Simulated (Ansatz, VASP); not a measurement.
# One calculation of Cu, two programs

Contents of INCAR:

```
SYSTEM = Cu
ALGO     = Fast           ! electronic algorithm
EDIFF    = 1E-7           ! SCF threshold, eV
ENCUT    = 520            ! plane-wave cutoff, eV
GGA      = PE             ! functional
ISIF     = 2              ! what is computed and relaxed
ISMEAR   = 0              ! smearing method
LASPH    = .TRUE.         ! aspherical terms in the spheres
LCHARG   = .FALSE.        ! write CHGCAR
LREAL    = .FALSE.        ! projectors in reciprocal space
LWAVE    = .FALSE.        ! write WAVECAR
NBANDS   = 18             ! bands
NELM     = 60             ! most SCF steps
PREC     = Accurate       ! precision mode
SIGMA    = 0.15           ! smearing width, eV
```

Contents of KPOINTS:

```
k-points
0
G
  21 21 12
  0 0 0
```

POSCAR

```
Cu
1.0
    2.5613944732      0.0000000000      0.0000000000
   -1.2806972366      2.2182326829      0.0000000000
    0.0000000000      0.0000000000      4.7186008986
Cu
2
Direct
    0.3333333333      0.6666666667      0.2500000000
    0.6666666667      0.3333333333      0.7500000000
```

Input for Ansatz:

```yaml
crystal:
  lattice:
    - [2.5613944732, 0.0, 0.0]
    - [-1.2806972366, 2.2182326829, 0.0]
    - [0.0, 0.0, 4.7186008986]
  atoms:
    - { symbol: Cu, position: [0.3333333333, 0.6666666667, 0.25] }
    - { symbol: Cu, position: [0.6666666667, 0.3333333333, 0.75] }
basis:
  ecutwfc: 520.0
kpoints:
  mp_grid: { grid: [21, 21, 12] }
hamiltonian:
  xc: pbe
scf:
  occupations: { method: gaussian, width: 0.15 }
output:
  forces: true
  stress: true
  eigenvalues: true
  write_density: true
  write_potential: true
  elf: true
  volumetric_format: npy
```

Alike in both runs: task single point; functional PBE; k mesh 21 × 21 × 12; occupations gaussian, width 0.15 eV; no spin polarisation.

|  | VASP | Ansatz |
| --- | --- | --- |
| version | VASP 6.6.1 | Ansatz 0.2.0 |
| potentials or method | VASP PAW PBE potentials, release 64 (Cu), cutoff 520 eV | scalar-relativistic, plane waves, PAW |
| valence electrons in the cell | 22 | 38 |

```tsv
	VASP	Ansatz	Ansatz less VASP
gap on the k mesh at the Fermi level (eV)	none	none	-
pressure (GPa)	-9.6	-10.1	-0.55
traceless stress, the component that is largest in VASP (GPa)	-8.21	-8.17	+0.044
```

A gap of «none» marks a metal or a gap that the smearing closes. VASP's potentials hold 22 valence electrons a cell and Ansatz's 38, so a difference there can come from the potentials and not from the codes.
